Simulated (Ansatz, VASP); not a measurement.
## Cd4SeS3 in VASP and in Ansatz

File INCAR:

```
SYSTEM = Cd4SeS3
PREC = Accurate
ENCUT = 600
EDIFF = 1E-7
ISMEAR = 0
SIGMA = 0.1
LREAL = .False.
LASPH = .True.
NELM = 100
ALGO = Normal
ISIF = 3
LWAVE = .False.
LCHARG = .False.
GGA = PE
IBRION = 2
NSW = 90
EDIFFG = -0.04
```

The input KPOINTS:

```
regular mesh
0
Gamma
  4 4 4
  0 0 0
```

The input POSCAR:

```
Cd4SeS3
1.0
    5.7996484700      0.0000000000      0.0000000000
    0.0000000000      5.7996484700      0.0000000000
    0.0000000000      0.0000000000      5.7996484700
Cd Se S
4 1 3
Direct
    0.2500000000      0.7500000000      0.2500000000
    0.2500000000      0.2500000000      0.7500000000
    0.7500000000      0.7500000000      0.7500000000
    0.7500000000      0.2500000000      0.2500000000
    0.5000000000      0.5000000000      0.5000000000
    0.5000000000      0.0000000000      0.0000000000
    0.0000000000      0.0000000000      0.5000000000
    0.0000000000      0.5000000000      0.0000000000
```

Input for Ansatz:

```yaml
crystal:
  lattice:
    - [5.79964847, 0.0, 0.0]
    - [0.0, 5.79964847, 0.0]
    - [0.0, 0.0, 5.79964847]
  atoms:
    - { symbol: Cd, position: [0.25, 0.75, 0.25] }
    - { symbol: Cd, position: [0.25, 0.25, 0.75] }
    - { symbol: Cd, position: [0.75, 0.75, 0.75] }
    - { symbol: Cd, position: [0.75, 0.25, 0.25] }
    - { symbol: Se, position: [0.5, 0.5, 0.5] }
    - { symbol: S, position: [0.5, 0.0, 0.0] }
    - { symbol: S, position: [0.0, 0.0, 0.5] }
    - { symbol: S, position: [0.0, 0.5, 0.0] }
basis:
  ecutwfc: 420
kpoints:
  mp_grid: { grid: [4, 4, 4] }
hamiltonian:
  xc: pbe
scf:
  occupations: { method: gaussian, width: 0.1 }
  lower_state_search: "off"
output:
  forces: true
  stress: true
  eigenvalues: true
relax:
  adjacent_minimum: "off"
  f_tol: 0.04
  max_steps: 70
  cell: { stress_tol: 0.4 }
```

Alike in both runs: task relaxation of cell and atoms; functional PBE; k mesh 4 × 4 × 4; occupations gaussian, width 0.1 eV; no spin polarisation.

|  | VASP | Ansatz |
| --- | --- | --- |
| version | VASP 6.6.1 | Ansatz 0.2.0 |
| potentials or method | VASP PAW PBE potentials, release 64 (Cd, Se, S), cutoff 600 eV | scalar-relativistic, plane waves, PAW |
| valence electrons in the cell | 72 | 114 |

|  | VASP | Ansatz | Ansatz less VASP |
| --- | --- | --- | --- |
| gap on the k mesh at the Fermi level, each at its own relaxed structure (eV) | 0.87 | 0.86 | -0.001 |
| relaxed volume (Å³/atom) | 27.00 | 26.96 | -0.042 |
| relaxed length of the cell vector where the two differ most in proportion (Å) | 6.000 | 5.997 | -0.0031 |

VASP's potentials hold 72 valence electrons a cell and Ansatz's 114, so a difference there can come from the potentials and not from the codes.
